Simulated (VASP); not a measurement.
Write the native input for VASP 6.6.1 that does the following.

| Property | Result |
| --- | --- |
| Task | single point |
| Functional | PBEsol-based global hybrid with 25 % exact exchange |
| Potentials or basis | VASP PAW PBE potentials, release 64 (N, B) |
| Cutoff | 520 eV |
| k mesh | 6 × 6 × 6 |
| Occupations | fermi-dirac, width 0.05 eV |
| Spin | no spin polarisation |
| Dipole correction | no |
| Grid for exact exchange (PRECFOCK) | Normal |
| Share of exact exchange | 0.25 |
| Further INCAR settings | ALGO = Normal; EDIFF = 1e-06; NBANDS = 11 |

BN:

```
CELL_PARAMETERS angstrom
1.24491 0.71875 3.46380
-1.24491 0.71875 3.46380
0.00000 -1.43750 3.46380
ATOMIC_POSITIONS crystal
N 0.66719 0.66719 0.66719
B 0.00038 0.00038 0.00038
```

One way to write it, as run:

POSCAR

```
BN
1.0
    1.2449078183      0.7187478640      3.4637966465
   -1.2449078183      0.7187478640      3.4637966465
    0.0000000000     -1.4374957280      3.4637966465
N B
1 1
Direct
    0.6671852573      0.6671852573      0.6671852573
    0.0003817427      0.0003817427      0.0003817427
```

INCAR.step1

```
PREC = Accurate ; ENCUT = 520
EDIFF = 1E-5 ; ISMEAR = -1
SIGMA = 0.05 ; LREAL = False
LASPH = True ; NELM = 60
ALGO = Normal ; ISIF = 2
LWAVE = True ; LCHARG = False
GGA = PE ; NBANDS = 11
```

INCAR.step2

```
PREC = Accurate ; ENCUT = 520
EDIFF = 1E-6 ; ISMEAR = -1
SIGMA = 0.05 ; LREAL = False
LASPH = True ; NELM = 60
ALGO = Normal ; ISIF = 2
LWAVE = False ; LCHARG = False
GGA = PS ; LHFCALC = True
AEXX = 0.25 ; PRECFOCK = Normal
ISTART = 1 ; NBANDS = 11
```

KPOINTS

```
regular mesh
0
Gamma
  6 6 6
```

Potentials or basis: VASP PAW PBE potentials, release 64 (N, B).

The run is started by

```bash
$ cat potpaw_PBE.64/N/POTCAR potpaw_PBE.64/B/POTCAR > POTCAR
$ cp INCAR.step1 INCAR
$ mpirun -np 1 vasp_std > vasp.out
$ cp INCAR.step2 INCAR
$ mpirun -np 1 vasp_std > vasp.out
```

It gave:

```yaml
Pressure: 0.3 GPa
Band_gap_on_the_k_mesh: 6.31 eV (least direct gap 6.84 eV)
```

Caveat: the k points lie up to 0.50 Å⁻¹ apart; the PAW data sets were made with another functional, which shifts forces and pressure a little.

Run time: 13 min on 1 thread of Intel(R) Xeon(R) Platinum 8375C CPU @ 2.90GHz (Ice Lake) (shared host), peak memory 0.16 GiB.
